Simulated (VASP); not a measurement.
Write the native input for VASP 6.6.1 that does the following.

```
Task                   : single point
Functional             : r2SCAN
Potentials or basis    : VASP PAW PBE potentials, release 64 (Cr_pv)
Cutoff                 : 520 eV
k mesh                 : 17 × 17 × 17
Occupations            : fermi-dirac, width 0.1 eV
Spin                   : no spin polarisation
Dipole correction      : no
Further INCAR settings : ALGO = Normal; EDIFF = 1e-06; NBANDS = 12
```

The system is Cr.

```xyz
1
Lattice="0.0000 1.8229 1.8229 1.8229 0.0000 1.8229 1.8229 1.8229 0.0000" Properties=species:S:1:pos:R:3 pbc="T T T"
Cr    0.0000    0.0000    0.0000
```

This cell differs from its parent crystal: volume scaled by 1.04.

One way to write it, as run:

POSCAR

```
Cr
1.0
    0.0000000000      1.8228665111      1.8228665111
    1.8228665111      0.0000000000      1.8228665111
    1.8228665111      1.8228665111      0.0000000000
Cr
1
Direct
    0.0000000000      0.0000000000      0.0000000000
```

INCAR.step1

```
ALGO = Normal ; EDIFF = 1E-4
ENCUT = 520 ; GGA = PE
ISMEAR = -1 ; LASPH = T
LCHARG = F ; LREAL = F
LWAVE = T ; NBANDS = 12
NELM = 80 ; PREC = Accurate
SIGMA = 0.1
```

INCAR.step2

```
ALGO = Normal ; EDIFF = 1E-6
ENCUT = 520 ; ISIF = 2
ISMEAR = -1 ; ISTART = 1
LASPH = T ; LCHARG = T
LELF = T ; LMIXTAU = T
LREAL = F ; LVHAR = T
LWAVE = F ; METAGGA = R2SCAN
NBANDS = 12 ; NELM = 80
PREC = Accurate ; SIGMA = 0.1
```

KPOINTS

```
k-points
0
Gamma
  17 17 17
```

Potentials or basis: VASP PAW PBE potentials, release 64 (Cr_pv).

Launch:

```bash
$ cat potpaw_PBE.64/Cr_pv/POTCAR > POTCAR
$ cp INCAR.step1 INCAR
$ mpirun -np 1 vasp_std > vasp.out
$ cp INCAR.step2 INCAR
$ mpirun -np 1 vasp_std > vasp.out
```

It gave:

- Pressure: -8.7 GPa
- Band gap on the k mesh: zero (band 6 reaches 12.68 eV, above the bottom of band 7 at 9.57 eV)

Caveat: the PAW data sets were made with another functional, which shifts forces and pressure a little; the run has no spin polarisation, though such a crystal can be magnetic.

Run time: 2.6 min on 1 thread of Intel Xeon 8259CL (shared host), peak memory 0.14 GiB.
